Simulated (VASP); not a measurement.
# SrTiO3 (Cmmm) in VASP: notebook

SrTiO3 is run at these levels: PBE; tasks: single point.

All numbers are computed with VASP 6.6.1; they aren't measurements. Logs are shortened: lines on timing, memory, paths and dates and some standing lists are left out, and cuts for length are marked.

### 1 The cell of the first run

Symmetry: Cmmm, No. 65, orthorhombic system. Conventional cell: a = 5.456 Å, b = 5.678 Å, c = 3.936 Å, α = 90.00°, β = 90.00°, γ = 90.00°. Sr (site symmetry mmm) has 12 O at 2.73 to 2.84 Å and 8 Ti at 3.36 to 3.45 Å within 3.6 Å. Ti (site symmetry mmm) has 6 O at 1.97 Å within 2.6 Å. Within 2.6 Å of O (site symmetry mmm) lie 2 Ti at 1.97 Å. Within 2.6 Å of O (site symmetry 2/m) lie 2 Ti at 1.97 Å.

### 2 Single point, PBE (strain -0.0400 x Voigt [0, 0, 0, 1, 0, 0])

Contents of INCAR:

```
PREC = Accurate
ENCUT = 520
EDIFF = 1E-7
ISMEAR = 0
SIGMA = 0.05
LREAL = F
LASPH = T
NELM = 100
ALGO = Normal
ISIF = 2
LWAVE = F
LCHARG = F
GGA = PE
NBANDS = 28
```

Contents of KPOINTS:

```
Automatic mesh
0
Gamma
  8 8 8
```

Contents of POSCAR:

```
SrTiO3
1.0
    3.9364035669      0.0000000000      0.0000000000
    0.0000000000      3.9364035669     -0.0787280713
    0.0000000000     -0.0787280713      3.9364035669
Sr Ti O
1 1 3
Direct
    0.0000000000      0.0000000000      0.0000000000
    0.5000000000      0.5000000000      0.5000000000
    0.0000000000      0.5000000000      0.5000000000
    0.5000000000      0.0000000000      0.5000000000
    0.5000000000      0.5000000000      0.0000000000
```

Potentials or basis: VASP PAW PBE potentials, release 64 (Sr_sv, Ti_sv, O).

On the command line:

```
$ cat potpaw_PBE.64/Sr_sv/POTCAR potpaw_PBE.64/Ti_sv/POTCAR potpaw_PBE.64/O/POTCAR > POTCAR
$ mpirun -np 1 vasp_std > vasp.out
```

OUTCAR:

```text
PREC = Accurate
   ENCUT = 520
   EDIFF = 1E-7
   ISMEAR = 0
   LREAL = F
   LASPH = T
   NELM = 100
   ISIF = 2
   GGA = PE

 ion  position               nearest neighbor table
   1  0.000  0.000  0.000-   3 2.73   3 2.73   5 2.78   4 2.78   5 2.78   4 2.78   4 2.78   5 2.78
                             4 2.78   5 2.78   3 2.84   3 2.84   2 3.36   2 3.36   2 3.36   2 3.36
   2  0.500  0.500  0.500-   3 1.97   3 1.97   5 1.97   5 1.97   4 1.97   4 1.97   1 3.36   1 3.36
                             1 3.36   1 3.36   1 3.45   1 3.45   1 3.45   1 3.45
   3  0.000  0.500  0.500-   2 1.97   2 1.97   1 2.73   1 2.73   1 2.84   1 2.84
   4  0.500  0.000  0.500-   2 1.97   2 1.97   1 2.78   1 2.78   1 2.78   1 2.78
   5  0.500  0.500  0.000-   2 1.97   2 1.97   1 2.78   1 2.78   1 2.78   1 2.78

  LATTYP: Found a base centered orthorhombic cell.
 ALAT       =     5.4555770051
 B/A-ratio  =     1.0408163265
 C/A-ratio  =     0.7215375318

  Lattice vectors:

 A1 = (   0.0000000000,   3.9364035669,  -0.0787280713)
 A2 = (   0.0000000000,  -0.0787280713,   3.9364035669)
 A3 = (   3.9364035669,   0.0000000000,   0.0000000000)

Analysis of symmetry for initial positions (statically):
=====================================================================
 Subroutine PRICEL returns:
 Original cell was already a primitive cell.

 Routine SETGRP: Setting up the symmetry group for a
 base centered orthorhombic supercell.

 Subroutine GETGRP returns: Found  8 space group operations
 (whereof  8 operations were pure point group operations)
 out of a pool of  8 trial point group operations.

The static configuration has the point symmetry D_2h.

Analysis of symmetry for dynamics (positions and initial velocities):
=====================================================================
 Subroutine PRICEL returns:
 Original cell was already a primitive cell.

 Routine SETGRP: Setting up the symmetry group for a
 base centered orthorhombic supercell.

 Subroutine GETGRP returns: Found  8 space group operations
 (whereof  8 operations were pure point group operations)
 out of a pool of  8 trial point group operations.

The dynamic configuration has the point symmetry D_2h.

 Subroutine INISYM returns: Found  8 space group operations
 (whereof  8 operations are pure point group operations),
 and found     1 'primitive' translations

----------------------------------------------------------------------------------------

                                     Primitive cell

  volume of cell :      60.9712

  direct lattice vectors                    reciprocal lattice vectors
     3.936403567  0.000000000  0.000000000     0.254038993  0.000000000  0.000000000
     0.000000000  3.936403567 -0.078728071     0.000000000  0.254140650  0.005082813
     0.000000000 -0.078728071  3.936403567     0.000000000  0.005082813  0.254140650

  length of vectors
     3.936403567  3.937190769  3.937190769     0.254038993  0.254191473  0.254191473

  position of ions in fractional coordinates (direct lattice)
     0.000000000  0.000000000  0.000000000
     0.500000000  0.500000000  0.500000000
     0.000000000  0.500000000  0.500000000
     0.500000000  0.000000000  0.500000000
     0.500000000  0.500000000  0.000000000

  ion indices of the primitive-cell ions
   primitive index   ion index
                 1           1
                 2           2
                 3           3
                 4           4
                 5           5

----------------------------------------------------------------------------------------

 KPOINTS: Automatic mesh

Automatic generation of k-mesh.
 Grid dimensions read from file:
 generate k-points for:    8    8    8

 Generating k-lattice:

  Cartesian coordinates                     Fractional coordinates (reciprocal lattice)
     0.031754874  0.000000000  0.000000000     0.125000000  0.000000000  0.000000000
     0.000000000  0.031767581  0.000635352     0.000000000  0.125000000  0.000000000
     0.000000000  0.000635352  0.031767581     0.000000000  0.000000000  0.125000000

  Length of vectors
     0.031754874  0.031773934  0.031773934

  Shift w.r.t. Gamma in fractional coordinates (k-lattice)
     0.000000000  0.000000000  0.000000000

 Subroutine IBZKPT returns following result:
 ===========================================

 Found    105 irreducible k-points:

 Following reciprocal coordinates:
            Coordinates               Weight
  0.000000  0.000000  0.000000      1.000000
  0.125000  0.000000  0.000000      2.000000
  0.250000  0.000000  0.000000      2.000000
  0.375000  0.000000  0.000000      2.000000
  0.500000  0.000000  0.000000      1.000000
  0.000000  0.125000  0.000000      4.000000
[... 16 lines left out ...]
  0.250000  0.500000  0.000000      4.000000
  0.375000  0.500000  0.000000      4.000000
 [... further k-points ...]
   k-points           NKPTS =    105   k-points in BZ     NKDIM =    105   number of bands    NBANDS=     28
   number of dos      NEDOS =    301   number of ions     NIONS =      5
   total plane-waves  NPLWV =  27000
   dimension x,y,z NGX =    30 NGY =   30 NGZ =   30
   dimension x,y,z NGXF=    60 NGYF=   60 NGZF=   60
   ions per type =               1   1   3
   NGX,Y,Z   is equivalent  to a cutoff of  12.67, 12.67, 12.67 a.u.
   NGXF,Y,Z  is equivalent  to a cutoff of  25.34, 25.33, 25.33 a.u.
 SYSTEM =  unknown system
   PREC   = accura    normal or accurate (medium, high low for compatibility)
   ISTART =      0    job   : 0-new  1-cont  2-samecut
   ICHARG =      2    charge: 1-file 2-atom 10-const
   ISPIN  =      1    spin polarized calculation?
   LNONCOLLINEAR =      F non collinear calculations
   LSORBIT =      F    spin-orbit coupling
   LASPH  =      T    aspherical Exc in radial PAW
   ENCUT  =  520.0 eV  38.22 Ry    6.18 a.u.   7.32  7.32  7.32*2*pi/ulx,y,z
   NELM   =    100;   NELMIN=  2; NELMDL= -5     # of ELM steps
   EDIFF  = 0.1E-06   stopping-criterion for ELM
   LREAL  =      F    real-space projection
   EDIFFG = 0.1E-05   stopping-criterion for IOM
   NSW    =      0    number of steps for IOM
   IBRION =     -1    ionic relax: 0-MD 1-quasi-New 2-CG
   NFREE  =      0    steps in history (QN), initial steepest desc. (CG)
   ISIF   =      2    stress and relaxation
   ISYM   =      2    0-nonsym 1-usesym 2-fastsym
   POTIM  = 0.5000    time-step for ionic-motion
   TEBEG  =    0.0;   TEEND  =   0.0 temperature during run
   PSTRESS=    0.0 pullay stress
   NELECT =      40.0000    total number of electrons
   NUPDOWN=      -1.0000    fix difference up-down
   EMIN   =  10.00;   EMAX   =-10.00  energy-range for DOS
   EFERMI =   0.00;   METHOD = LEGACY
   ISMEAR =     0;   SIGMA  =   0.05  broadening in eV -4-tet -1-fermi 0-gaus
   EFERMI_NEDOS =   21; number of points for ismear=-14 and -15
   IALGO  =     38    algorithm
   IMIX   =      4    mixing-type and parameters
     AMIX     =   0.40;   BMIX     =  1.00
     AMIX_MAG =   1.60;   BMIX_MAG =  1.00
  volume/ion in A,a.u.               =      12.19        82.29
  Fermi-wavevector in a.u.,A,eV,Ry     =   1.422503  2.688141 27.531582  2.023514
  Thomas-Fermi vector in A             =   2.543200
   LORBIT       =      0    0 simple, 1 ext, 2 COOP (PROOUT), +10 PAW based schemes
   GGA     = PE    functional components
   LHFCALC =     F    Hartree Fock is set to
   AEXX    =    0.0000 exact exchange contribution
   IVDW    =     0    specifies the selected vdW correction
   LEPSILON=     F    determine dielectric tensor
   LRPA    =     F    only Hartree local field effects (RPA)
 non-spin polarized calculation
 Gauss-broadening in eV      SIGMA  =   0.05
  energy-cutoff  :      520.00
  volume of cell :       60.97
 maximum number of plane-waves:      1671
 NGX is ok and might be reduce to    30
   NGX = 15   NGY = 15   NGZ = 15

 number of electron      39.9999992 magnetization

 Free energy of the ion-electron system (eV)
  ---------------------------------------------------
  ext. energy  EPLUGINS =         0.00000000
  ---------------------------------------------------
  free energy    TOTEN  =       -40.06955772 eV

  energy without entropy =      -40.06955772  energy(sigma->0) =      -40.06955772

 E-fermi :   4.3557     XC(G=0): -11.1461

 val. band max:        3.9991322828   @ k =   0.5000   0.5000   0.5000
 cond. band min:       5.7155814951   @ k =   0.0000   0.0000   0.0000
 fundamental gap:      1.7164492123
 Fermi energy:         4.3557045395

 k-point     1 :       0.0000    0.0000    0.0000
  band No.  band energies     occupation
      1     -52.5902      2.00000
      2     -28.8886      2.00000
      3     -28.8374      2.00000
      4     -28.8224      2.00000
      5     -28.8044      2.00000
      6     -13.3685      2.00000
[... 20 lines left out ...]
     27       9.3596      0.00000
     28       9.9703      0.00000

 k-point     2 :       0.1250    0.0000    0.0000
  band No.  band energies     occupation
      1     -52.5900      2.00000
      2     -28.9066      2.00000
      3     -28.8370      2.00000
      4     -28.8106      2.00000
      5     -28.8041      2.00000
      6     -13.3737      2.00000
[... 20 lines left out ...]
     27       9.6243      0.00000
     28      10.3384      0.00000

 k-point     3 :       0.2500    0.0000    0.0000
  band No.  band energies     occupation
      1     -52.5895      2.00000
      2     -28.9404      2.00000
      3     -28.8361      2.00000
      4     -28.8032      2.00000
      5     -28.7918      2.00000
      6     -13.4326      2.00000
[... 20 lines left out ...]
     27      10.2656      0.00000
     28      11.3449      0.00000

 k-point     4 :       0.3750    0.0000    0.0000
  band No.  band energies     occupation
      1     -52.5890      2.00000
      2     -28.9690      2.00000
      3     -28.8351      2.00000
      4     -28.8023      2.00000
      5     -28.7779      2.00000
      6     -13.5304      2.00000
[... 578 lines left out ...]
     27      11.5160      0.00000
     28      12.1097      0.00000

 k-point    23 :       0.2500    0.5000    0.0000
  band No.  band energies     occupation
      1     -52.5882      2.00000
      2     -28.9469      2.00000
      3     -28.8520      2.00000
      4     -28.8157      2.00000
      5     -28.7967      2.00000
      6     -13.2738      2.00000
[... 20 lines left out ...]
     27      12.2229      0.00000
     28      12.2980      0.00000

 k-point    24 :       0.3750    0.5000    0.0000
  band No.  band energies     occupation
      1     -52.5877      2.00000
      2     -28.9121      2.00000
      3     -28.8745      2.00000
      4     -28.8277      2.00000
      5     -28.8122      2.00000
      6     -12.9717      2.00000
[... 20 lines left out ...]
     27      11.9734      0.00000
     28      13.1835      0.00000

 [... further k-points ...]

------------------------ aborting loop because EDIFF is reached ----------------------------------------

  FORCE on cell =-STRESS in cart. coord.  units (eV):
  Direction    XX          YY          ZZ          XY          YZ          ZX
  --------------------------------------------------------------------------------------
  -------------------------------------------------------------------------------------
  Total        0.2686629      0.2873683      0.2873683      0.0000000      1.6820176      0.0000000
  in kB        7.0598138      7.5513443      7.5513443      0.0000000     44.1993643      0.0000000
  external PRESSURE =       7.3875008 kB  Pullay stress =       0.0000000 kB

 VOLUME and BASIS-vectors are now :
 -----------------------------------------------------------------------------
  energy-cutoff  :      520.00
  volume of cell :       60.97
      direct lattice vectors                 reciprocal lattice vectors
     3.936403567  0.000000000  0.000000000     0.254038993  0.000000000  0.000000000
     0.000000000  3.936403567 -0.078728071     0.000000000  0.254140650  0.005082813
     0.000000000 -0.078728071  3.936403567     0.000000000  0.005082813  0.254140650

 POSITION                                       TOTAL-FORCE (eV/Angst)
 -----------------------------------------------------------------------------------
      0.00000      0.00000      0.00000         0.000000     -0.000000      0.000000
      1.96820      1.92884      1.92884         0.000000      0.000000      0.000000
      0.00000      1.92884      1.92884         0.000000     -0.000000      0.000000
      1.96820     -0.03936      1.96820         0.000000     -0.000000      0.000000
      1.96820      1.96820     -0.03936         0.000000     -0.000000      0.000000
 -----------------------------------------------------------------------------------
    total drift:                                0.000000      0.000000     -0.000000

  FREE ENERGIE OF THE ION-ELECTRON SYSTEM (eV)
  ---------------------------------------------------
  free  energy   TOTEN  =       -40.0695577240 eV

  energy  without entropy=      -40.0695577240  energy(sigma->0) =      -40.06955772
```

Wall time 1.9 min (1 thread of AMD EPYC 9R45 (Zen 5), shared host); peak memory 0.27 GiB.

What came out:

```
Free energy            : -40.0696 eV
Pressure               : 0.7 GPa
Band gap on the k mesh : 1.72 eV (least direct gap 1.99 eV)
```

Stress tensor (GPa, compression positive):
```
0.71 0.00 0.00
0.00 0.76 4.42
0.00 4.42 0.76
```

Caveat: the cell differs from its parent crystal (strain -0.0400 x Voigt [0, 0, 0, 1, 0, 0]).

### 3 Single point, PBE (strain +0.0350 x Voigt [0, 0, 0, 1, 0, 0])

Contents of INCAR:

```
ALGO = Normal
EDIFF = 1E-6
ENCUT = 520
GGA = PE
ISIF = 2
ISMEAR = 0
LASPH = T
LCHARG = T
LELF = T
LREAL = F
LVHAR = T
LWAVE = F
NBANDS = 28
NELM = 60
PREC = Accurate
SIGMA = 0.05
```

Contents of KPOINTS:

```
k-points
0
Gamma
  8 8 8
```

POSCAR, as its differences from that of step 2:

```diff
@@ -3,4 +3,4 @@
     3.9364035669      0.0000000000      0.0000000000
-    0.0000000000      3.9364035669     -0.0787280713
-    0.0000000000     -0.0787280713      3.9364035669
+    0.0000000000      3.9364035669      0.0688870624
+    0.0000000000      0.0688870624      3.9364035669
 Sr Ti O
```

Potentials or basis: VASP PAW PBE potentials, release 64 (Sr_sv, Ti_sv, O).

On the command line:

```
$ cat potpaw_PBE.64/Sr_sv/POTCAR potpaw_PBE.64/Ti_sv/POTCAR potpaw_PBE.64/O/POTCAR > POTCAR
$ mpirun -np 1 vasp_std > vasp.out
```

It took 2.1 min on 1 thread of AMD EPYC 9R45 (Zen 5), shared host; peak memory 0.27 GiB.

The run converged. Its results:

```yaml
Free_energy: -40.0775 eV
Pressure: 0.7 GPa
Band_gap_on_the_k_mesh: 1.73 eV (least direct gap 2.02 eV)
```

Stress tensor (GPa, compression positive):
```
 0.69  0.00  0.00
 0.00  0.72 -3.86
 0.00 -3.86  0.72
```

Levels at points of the mesh, in eV from the valence-band top:
```tsv
k point	band 17	band 18	band 19	band 20	band 21	band 22	band 23	band 24
(0.00, 0.00, 0.00)	-1.09	-0.46	-0.39	-0.29	1.73	1.78	1.84	4.11
(0.50, 0.00, 0.00)	-2.30	-1.93	-0.91	-0.58	1.94	3.61	3.66	4.12
(0.00, 0.50, 0.00)	-2.31	-1.94	-0.76	-0.75	1.94	3.63	3.63	4.13
(0.50, 0.50, 0.00)	-1.76	-1.56	-1.56	-0.11	3.63	3.64	4.08	5.05
(0.00, 0.50, 0.50)	-1.76	-1.58	-1.55	-0.09	3.60	3.68	4.08	5.06
(0.50, 0.50, 0.50)	-3.62	-0.05	0.00	0.00	4.25	4.28	4.32	6.71
```

Caveat: the cell differs from its parent crystal (strain +0.0350 x Voigt [0, 0, 0, 1, 0, 0]).
